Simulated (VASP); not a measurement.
Runs of VASP 6.6.1 on Hf. The structure is that of space group P6_3/mmc (No. 194), or close to it. The cells are those of the table. 

| task | cell | cutoff (eV) | gap on the mesh (eV) | pressure (GPa) |
| --- | --- | --- | --- | --- |
| single point | a = 3.116, b = 3.116, c = 4.939 Å, angles 90.0, 90.0, 120.0°, 2 atoms | 520 | none | 9.5 |
| relaxation of cell and atoms | relaxed to 35 GPa from a = 3.045, b = 3.045, c = 4.848 Å, angles 90.0, 90.0, 120.0°, 2 atoms | 600 | none | 35.0 |
| single point | a = 3.205, b = 3.205, c = 5.068 Å, angles 90.0, 90.0, 120.0°, 2 atoms | 520 | none | -0.4 |
| single point | a = 3.045, b = 3.045, c = 4.848 Å, angles 90.0, 90.0, 120.0°, 2 atoms | 520 | none | 19.5 |
| single point | a = 2.960, b = 2.960, c = 4.746 Å, angles 90.0, 90.0, 120.0°, 2 atoms | 520 | none | (a) |
| relaxation of cell and atoms | relaxed to 20 GPa from a = 3.116, b = 3.116, c = 4.939 Å, angles 90.0, 90.0, 120.0°, 2 atoms | 600 | none | 20.0 |

Alike in all rows: level PBE; potentials or basis VASP PAW PBE potentials, release 64 (Hf_pv); no spin polarisation; k mesh 16 × 16 × 10; smearing gaussian 0.1 eV.

Q: Estimate the missing entries.

A: (a) 34.5.

Caveats: spin-orbit coupling is left out, which moves the levels of the heavy elements; the cell is relaxed towards a set pressure, so the enthalpy falls and the energy may rise (some runs).

A k mesh can miss the band edges, and the runs leave out spin-orbit coupling on Hf.

A gap of «none» marks levels without a gap at the run's occupations.
